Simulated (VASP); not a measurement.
Here is a VASP 6.6.1 calculation.

INCAR

```
SYSTEM = TiW3
PREC = Accurate
ENCUT = 520
EDIFF = 1E-7
ISMEAR = 0
SIGMA = 0.1
LREAL = .FALSE.
LASPH = .TRUE.
NELM = 100
ALGO = Fast
ISIF = 2
LWAVE = .FALSE.
LCHARG = .FALSE.
GGA = PE
NBANDS = 35
```

File KPOINTS:

```
Automatic mesh
0
G
  18 18 6
  0 0 0
```

The input POSCAR:

```
TiW3
1.0
    2.7849305727      0.0000000000      0.0000000000
   -1.3924652864      2.4118206238      0.0000000000
    0.0000000000      0.0000000000      9.8703524803
Ti W
1 3
Direct
    0.6666666667      0.3333333333      0.0000000000
    0.3333333333      0.6666666667      0.7499232074
    0.3333333333      0.6666666667      0.2500767926
    0.6666666667      0.3333333333      0.5000000000
```

Potentials or basis: VASP PAW PBE potentials, release 64 (Ti_sv, W_sv).

Command:

```bash
$ cat potpaw_PBE.64/Ti_sv/POTCAR potpaw_PBE.64/W_sv/POTCAR > POTCAR
$ mpirun -np 1 vasp_std > vasp.out
```

(1) Predict the largest force.

(2) Predict the band gap on the k mesh.

(3) Predict the pressure.

## Answers

(1) 0.021 eV/Å.

(2) zero (band 27 reaches 10.79 eV, above the bottom of band 28 at 9.54 eV).

(3) 0.3 GPa.

Caveat: spin-orbit coupling is left out, which moves the levels of the heavy elements.
